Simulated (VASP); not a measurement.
ZnTe3O: single point with PBE

The system is ZnTe3O.

```xyz
5
Lattice="3.2524 -5.5915 0.0000 3.2524 5.5915 0.0000 0.0000 0.0000 3.4548" Properties=species:S:1:pos:R:3 pbc="T T T"
Zn    0.0000    0.0000    0.0000
Te    1.6262    2.7957    1.7274
Te    1.6262   -2.7957    1.7274
Te    3.2524    0.0000    1.7274
O     0.0000    0.0000    1.7274
```

The cell was generated, and may not be a known phase.

```
Program                : VASP 6.6.1
Task                   : single point
Functional             : PBE
Potentials or basis    : VASP PAW PBE potentials, release 64 (Zn, Te, O)
Cutoff                 : 520 eV
k mesh                 : 4 × 4 × 4
Occupations            : gaussian, width 0.1 eV
Spin                   : no spin polarisation
Dipole correction      : no
Further INCAR settings : ALGO = Normal; EDIFF = 1e-06; NBANDS = 26
```

```yaml
Pressure: 0.3 GPa
Band_gap_on_the_k_mesh: zero (bands 18 and 19 overlap by 2.22 eV)
```

Stress tensor (GPa, compression positive):
```
-0.05  0.00  0.00
 0.00  0.08  0.00
 0.00  0.00  0.77
```

Levels at points of the mesh, in eV from the Fermi level:
| k point | band 16 | band 17 | band 18 | band 19 | band 20 | band 21 |
| --- | --- | --- | --- | --- | --- | --- |
| (0.00, 0.00, 0.00) | 0.29 | 1.10 | 1.28 | 2.07 | 2.10 | 2.27 |
| (0.50, 0.00, 0.00) | -1.84 | -0.70 | 0.75 | 1.34 | 1.96 | 2.07 |
| (0.50, 0.50, 0.00) | -1.86 | -0.75 | 0.77 | 1.34 | 1.85 | 2.05 |
| (0.00, 0.00, 0.50) | -2.82 | -0.70 | -0.66 | 2.01 | 2.11 | 2.12 |
| (0.50, 0.00, 0.50) | -1.69 | -1.07 | -1.03 | -0.85 | 0.18 | 2.80 |
| (0.50, 0.50, 0.50) | -1.69 | -1.03 | -1.01 | -0.87 | 0.13 | 2.69 |

It took 67 s on 1 thread of Intel(R) Xeon(R) Platinum 8259CL CPU @ 2.50GHz (Skylake/Cascade Lake), with other jobs on the host, peak memory 0.28 GiB.

Caveat: the k points lie up to 0.45 Å⁻¹ apart, too coarse for converged energies and pressures of a metal; spin-orbit coupling is left out, which moves the levels of the heavy elements.
